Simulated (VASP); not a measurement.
A run of VASP 6.6.1 is set up as follows.

INCAR

```
PREC = Accurate
ENCUT = 520
EDIFF = 1E-7
ISMEAR = 0
SIGMA = 0.2
LREAL = F
LASPH = T
NELM = 100
ALGO = Fast
ISIF = 2
LWAVE = F
LCHARG = F
GGA = PE
NBANDS = 31
```

File KPOINTS:

```
regular mesh
0
Gamma
  6 6 4
```

File POSCAR:

```
TiAl3
1.0
    0.0000000000      3.9796706404      0.0000000000
    0.0000000000      0.0000000000      3.9796706404
    7.9593412809      0.0000000000      0.0000000000
Ti Al
2 6
Direct
    0.5000000000      0.5000000000      0.2500000000
    0.5000000000      0.5000000000      0.7500000000
    0.5000000000      0.0000000000      0.5000000000
    0.5000000000      0.0000000000      0.0000000000
    0.0000000000      0.0000000000      0.2500000000
    0.0000000000      0.0000000000      0.7500000000
    0.0000000000      0.5000000000      0.5000000000
    0.0000000000      0.5000000000      1.0000000000
```

Potentials or basis: VASP PAW PBE potentials, release 64 (Ti_sv, Al).

Run with:

```console
$ cat potpaw_PBE.64/Ti_sv/POTCAR potpaw_PBE.64/Al/POTCAR > POTCAR
$ mpirun -np 1 vasp_std > vasp.out
```

Task: What does it give for the pressure?

Result: 0.1 GPa.

Task: What does it give for the band gap on the k mesh?

Result: Zero (band 21 reaches 9.54 eV, above the bottom of band 22 at 6.60 eV).
